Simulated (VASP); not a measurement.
# SrO (Fm-3m) in VASP: further runs

The runs below take SrO through electric field gradients, vibrations by perturbation theory, with PBEsol.

Everything below comes from runs of VASP 6.6.1. Logs are shortened: lines on timing, memory, paths and dates and some standing lists are left out, and cuts for length are marked.

## 1. The cell of the first run

The structure is cubic, space group Fm-3m (No. 225). The conventional cell has a = 5.122 Å, b = 5.122 Å, c = 5.122 Å, α = 90.00°, β = 90.00°, γ = 90.00°. Within 3.4 Å of Sr (site symmetry m-3m) lie 6 O at 2.56 Å. Within 3.4 Å of O (site symmetry m-3m) lie 6 Sr at 2.56 Å.

## 2. Electric field gradients, PBEsol

INCAR reads:

```
PREC = Accurate ; ENCUT = 520
EDIFF = 1E-8 ; ISMEAR = 0
SIGMA = 0.05 ; LREAL = F
LASPH = T ; NELM = 100
ALGO = Normal ; ISIF = 2
LWAVE = F ; LCHARG = F
GGA = PS ; LEFG = T
NBANDS = 15
```

KPOINTS reads:

```
regular mesh
0
Gamma
  12 12 12
```

POSCAR reads:

```
SrO
1.0
    0.0000000000      2.5611507977      2.5611507977
    2.5611507977      0.0000000000      2.5611507977
    2.5611507977      2.5611507977      0.0000000000
Sr O
1 1
Direct
    0.5000000000      0.5000000000      0.5000000000
    0.0000000000      0.0000000000      0.0000000000
```

Potentials or basis: VASP PAW PBE potentials, release 64 (Sr_sv, O).

The run is started by

```console
$ cat potpaw_PBE.64/Sr_sv/POTCAR potpaw_PBE.64/O/POTCAR > POTCAR
$ mpirun -np 1 vasp_std > vasp.out
```

OUTCAR:

```text
PREC = Accurate
   ENCUT = 520
   EDIFF = 1E-8
   ISMEAR = 0
   LREAL = F
   LASPH = T
   NELM = 100
   ISIF = 2
   GGA = PS

 ion  position               nearest neighbor table
   1  0.500  0.500  0.500-   2 2.56   2 2.56   2 2.56   2 2.56   2 2.56   2 2.56
   2  0.000  0.000  0.000-   1 2.56   1 2.56   1 2.56   1 2.56   1 2.56   1 2.56

  LATTYP: Found a face centered cubic cell.
 ALAT       =     5.1223015954

  Lattice vectors:

 A1 = (   0.0000000000,   2.5611507977,   2.5611507977)
 A2 = (   2.5611507977,   0.0000000000,   2.5611507977)
 A3 = (   2.5611507977,   2.5611507977,   0.0000000000)

Analysis of symmetry for initial positions (statically):
=====================================================================
 Subroutine PRICEL returns:
 Original cell was already a primitive cell.

 Routine SETGRP: Setting up the symmetry group for a
 face centered cubic supercell.

 Subroutine GETGRP returns: Found 48 space group operations
 (whereof 48 operations were pure point group operations)
 out of a pool of 48 trial point group operations.

The static configuration has the point symmetry O_h .

Analysis of symmetry for dynamics (positions and initial velocities):
=====================================================================
 Subroutine PRICEL returns:
 Original cell was already a primitive cell.

 Routine SETGRP: Setting up the symmetry group for a
 face centered cubic supercell.

 Subroutine GETGRP returns: Found 48 space group operations
 (whereof 48 operations were pure point group operations)
 out of a pool of 48 trial point group operations.

The dynamic configuration has the point symmetry O_h .

 Subroutine INISYM returns: Found 48 space group operations
 (whereof 48 operations are pure point group operations),
 and found     1 'primitive' translations

----------------------------------------------------------------------------------------

                                     Primitive cell

  volume of cell :      33.5997

  direct lattice vectors                    reciprocal lattice vectors
     0.000000000  2.561150798  2.561150798    -0.195224741  0.195224741  0.195224741
     2.561150798  0.000000000  2.561150798     0.195224741 -0.195224741  0.195224741
     2.561150798  2.561150798  0.000000000     0.195224741  0.195224741 -0.195224741

  length of vectors
     3.622014193  3.622014193  3.622014193     0.338139170  0.338139170  0.338139170

  position of ions in fractional coordinates (direct lattice)
     0.500000000  0.500000000  0.500000000
     0.000000000  0.000000000  0.000000000

  ion indices of the primitive-cell ions
   primitive index   ion index
                 1           1
                 2           2

----------------------------------------------------------------------------------------

 KPOINTS: regular mesh

Automatic generation of k-mesh.
 Grid dimensions read from file:
 generate k-points for:   12   12   12

 Generating k-lattice:

  Cartesian coordinates                     Fractional coordinates (reciprocal lattice)
    -0.016268728  0.016268728  0.016268728     0.083333333  0.000000000  0.000000000
     0.016268728 -0.016268728  0.016268728     0.000000000  0.083333333  0.000000000
     0.016268728  0.016268728 -0.016268728     0.000000000  0.000000000  0.083333333

  Length of vectors
     0.028178264  0.028178264  0.028178264

  Shift w.r.t. Gamma in fractional coordinates (k-lattice)
     0.000000000  0.000000000  0.000000000

 Subroutine IBZKPT returns following result:
 ===========================================

 Found     72 irreducible k-points:

 Following reciprocal coordinates:
            Coordinates               Weight
  0.000000  0.000000  0.000000      1.000000
  0.083333  0.000000  0.000000      8.000000
  0.166667  0.000000  0.000000      8.000000
  0.250000  0.000000  0.000000      8.000000
  0.333333  0.000000  0.000000      8.000000
  0.416667  0.000000  0.000000      8.000000
[... 16 lines left out ...]
  0.500000  0.166667  0.000000     24.000000
 -0.416667  0.166667  0.000000     24.000000
 [... further k-points ...]
   k-points           NKPTS =     72   k-points in BZ     NKDIM =     72   number of bands    NBANDS=     15
   number of dos      NEDOS =    301   number of ions     NIONS =      2
   total plane-waves  NPLWV =  21952
   dimension x,y,z NGX =    28 NGY =   28 NGZ =   28
   dimension x,y,z NGXF=    56 NGYF=   56 NGZF=   56
   ions per type =               1   1
   NGX,Y,Z   is equivalent  to a cutoff of  12.85, 12.85, 12.85 a.u.
   NGXF,Y,Z  is equivalent  to a cutoff of  25.70, 25.70, 25.70 a.u.
 SYSTEM =  unknown system
   PREC   = accura    normal or accurate (medium, high low for compatibility)
   ISTART =      0    job   : 0-new  1-cont  2-samecut
   ICHARG =      2    charge: 1-file 2-atom 10-const
   ISPIN  =      1    spin polarized calculation?
   LNONCOLLINEAR =      F non collinear calculations
   LSORBIT =      F    spin-orbit coupling
   LASPH  =      T    aspherical Exc in radial PAW
   ENCUT  =  520.0 eV  38.22 Ry    6.18 a.u.   6.73  6.73  6.73*2*pi/ulx,y,z
   NELM   =    100;   NELMIN=  2; NELMDL= -5     # of ELM steps
   EDIFF  = 0.1E-07   stopping-criterion for ELM
   LREAL  =      F    real-space projection
   EDIFFG = 0.1E-06   stopping-criterion for IOM
   NSW    =      0    number of steps for IOM
   IBRION =     -1    ionic relax: 0-MD 1-quasi-New 2-CG
   NFREE  =      0    steps in history (QN), initial steepest desc. (CG)
   ISIF   =      2    stress and relaxation
   ISYM   =      2    0-nonsym 1-usesym 2-fastsym
   POTIM  = 0.5000    time-step for ionic-motion
   TEBEG  =    0.0;   TEEND  =   0.0 temperature during run
   PSTRESS=    0.0 pullay stress
   NELECT =      16.0000    total number of electrons
   NUPDOWN=      -1.0000    fix difference up-down
   EMIN   =  10.00;   EMAX   =-10.00  energy-range for DOS
   EFERMI =   0.00;   METHOD = LEGACY
   ISMEAR =     0;   SIGMA  =   0.05  broadening in eV -4-tet -1-fermi 0-gaus
   EFERMI_NEDOS =   21; number of points for ismear=-14 and -15
   IALGO  =     38    algorithm
   IMIX   =      4    mixing-type and parameters
     AMIX     =   0.40;   BMIX     =  1.00
     AMIX_MAG =   1.60;   BMIX_MAG =  1.00
  volume/ion in A,a.u.               =      16.80       113.37
  Fermi-wavevector in a.u.,A,eV,Ry     =   1.278409  2.415842 22.236389  1.634328
  Thomas-Fermi vector in A             =   2.410953
   LORBIT       =      0    0 simple, 1 ext, 2 COOP (PROOUT), +10 PAW based schemes
   GGA     = PS    functional components
   LHFCALC =     F    Hartree Fock is set to
   AEXX    =    0.0000 exact exchange contribution
   IVDW    =     0    specifies the selected vdW correction
   LEPSILON=     F    determine dielectric tensor
   LRPA    =     F    only Hartree local field effects (RPA)
 non-spin polarized calculation
 Gauss-broadening in eV      SIGMA  =   0.05
  energy-cutoff  :      520.00
  volume of cell :       33.60
 maximum number of plane-waves:       934
   NGX = 13   NGY = 13   NGZ = 13

 number of electron      15.9999996 magnetization

 Free energy of the ion-electron system (eV)
  ---------------------------------------------------
  ext. energy  EPLUGINS =         0.00000000
  ---------------------------------------------------
  free energy    TOTEN  =       -12.63912985 eV

  energy without entropy =      -12.63912985  energy(sigma->0) =      -12.63912985

 E-fermi :   1.7471     XC(G=0): -10.3325

 val. band max:        1.5432305838   @ k =   0.0000   0.0000   0.0000
 cond. band min:       4.6901267040   @ k =   0.5000   0.5000   0.0000
 fundamental gap:      3.1468961202
 Fermi energy:         1.7470729495

 k-point     1 :       0.0000    0.0000    0.0000
  band No.  band energies     occupation
      1     -30.6543      2.00000
      2     -13.4690      2.00000
      3     -12.2947      2.00000
      4     -12.2947      2.00000
      5     -12.2947      2.00000
      6       1.5432      2.00000
      7       1.5432      2.00000
      8       1.5432      2.00000
      9       5.4474      0.00000
     10       7.7293      0.00000
     11       7.7293      0.00000
     12       7.7293      0.00000
     13       9.9506      0.00000
     14       9.9506      0.00000
     15      14.0828      0.00000

 k-point     2 :       0.0833    0.0000    0.0000
  band No.  band energies     occupation
      1     -30.6445      2.00000
      2     -13.6562      2.00000
      3     -12.3006      2.00000
      4     -12.3006      2.00000
      5     -12.1317      2.00000
      6       1.3125      2.00000
      7       1.4476      2.00000
      8       1.4476      2.00000
      9       5.7869      0.00000
     10       7.6405      0.00000
     11       7.8703      0.00000
     12       7.8703      0.00000
     13      10.1429      0.00000
     14      10.1429      0.00000
     15      14.5651      0.00000

 k-point     3 :       0.1667    0.0000    0.0000
  band No.  band energies     occupation
      1     -30.6176      2.00000
      2     -14.0332      2.00000
      3     -12.3166      2.00000
      4     -12.3166      2.00000
      5     -11.8201      2.00000
      6       0.7906      2.00000
      7       1.2022      2.00000
      8       1.2022      2.00000
      9       6.6243      0.00000
     10       7.5107      0.00000
     11       8.2773      0.00000
     12       8.2773      0.00000
     13      10.6699      0.00000
     14      10.6699      0.00000
     15      15.7981      0.00000
[... 343 lines left out ...]
 k-point    23 :       0.5000    0.1667    0.0000
  band No.  band energies     occupation
      1     -30.4941      2.00000
      2     -14.7877      2.00000
      3     -12.5801      2.00000
      4     -12.4598      2.00000
      5     -11.3964      2.00000
      6      -0.2082      2.00000
      7       0.5687      2.00000
      8       0.6334      2.00000
      9       7.4808      0.00000
     10       8.9177      0.00000
     11      10.8492      0.00000
     12      10.9904      0.00000
     13      13.1747      0.00000
     14      13.6947      0.00000
     15      15.5784      0.00000

 k-point    24 :      -0.4167    0.1667    0.0000
  band No.  band energies     occupation
      1     -30.4914      2.00000
      2     -14.8210      2.00000
      3     -12.6291      2.00000
      4     -12.4268      2.00000
      5     -11.3359      2.00000
      6      -0.3096      2.00000
      7       0.4888      2.00000
      8       0.6694      2.00000
      9       7.9940      0.00000
     10       8.6737      0.00000
     11      10.6045      0.00000
     12      11.0065      0.00000
     13      13.3429      0.00000
     14      14.1774      0.00000
     15      15.2890      0.00000

 [... further k-points ...]
[... 5 lines left out ...]
  --------------------------------------------------------------------------------------
  -------------------------------------------------------------------------------------
  Total        0.1352912      0.1352912      0.1352912      0.0000000      0.0000000     -0.0000000
  in kB        6.4512619      6.4512619      6.4512619      0.0000000      0.0000000     -0.0000000
  external PRESSURE =       6.4512619 kB  Pullay stress =       0.0000000 kB

 VOLUME and BASIS-vectors are now :
 -----------------------------------------------------------------------------
  energy-cutoff  :      520.00
  volume of cell :       33.60
      direct lattice vectors                 reciprocal lattice vectors
     0.000000000  2.561150798  2.561150798    -0.195224741  0.195224741  0.195224741
     2.561150798  0.000000000  2.561150798     0.195224741 -0.195224741  0.195224741
     2.561150798  2.561150798  0.000000000     0.195224741  0.195224741 -0.195224741

 POSITION                                       TOTAL-FORCE (eV/Angst)
 -----------------------------------------------------------------------------------
      2.56115      2.56115      2.56115        -0.000000      0.000000      0.000000
      0.00000      0.00000      0.00000         0.000000     -0.000000     -0.000000
 -----------------------------------------------------------------------------------
    total drift:                                0.000000      0.000000      0.000000

  FREE ENERGIE OF THE ION-ELECTRON SYSTEM (eV)
  ---------------------------------------------------
  free  energy   TOTEN  =       -12.6391298457 eV

  energy  without entropy=      -12.6391298457  energy(sigma->0) =      -12.63912985

 Electric field gradients (V/A^2)
---------------------------------------------------------------------
 ion       V_xx      V_yy      V_zz      V_xy      V_xz      V_yz
---------------------------------------------------------------------
   1      -0.000     0.000     0.000     0.000     0.000     0.000
   2      -0.000     0.000    -0.000    -0.001    -0.001    -0.001
---------------------------------------------------------------------

 Electric field gradients after diagonalization (V/A^2)
 (convention: |V_zz| > |V_xx| > |V_yy|)
----------------------------------------------------------------------
 ion       V_xx      V_yy      V_zz     asymmetry (V_yy - V_xx)/ V_zz
----------------------------------------------------------------------
   1      -0.000    -0.000     0.000       0.000
   2       0.001     0.001    -0.002       0.000
----------------------------------------------------------------------

           NMR quadrupolar parameters

 Cq : quadrupolar parameter    Cq=e*Q*V_zz/h
 eta: asymmetry parameters     (V_yy - V_xx)/ V_zz
 Q  : nuclear electric quadrupole moment in mb (millibarn)
----------------------------------------------------------------------
 ion       Cq(MHz)       eta       Q (mb)
----------------------------------------------------------------------
   1       0.000       0.000       1.000
   2      -0.000       0.000       1.000
----------------------------------------------------------------------
```

It took 34 s on 1 thread of Intel Xeon Platinum 8488C (Sapphire Rapids), shared host; peak memory 0.18 GiB.

Results:

- Free energy: -12.6391 eV
- Pressure: 0.6 GPa
- Band gap on the k mesh: 3.15 eV, indirect (least direct gap 3.23 eV)

Caveat: without QUAD_EFG the Cq values of the log hold for a quadrupole moment of 1 mb, not for the nuclei; the PAW data sets were made with another functional, which shifts forces and pressure a little.

[end of part 1 of 2]
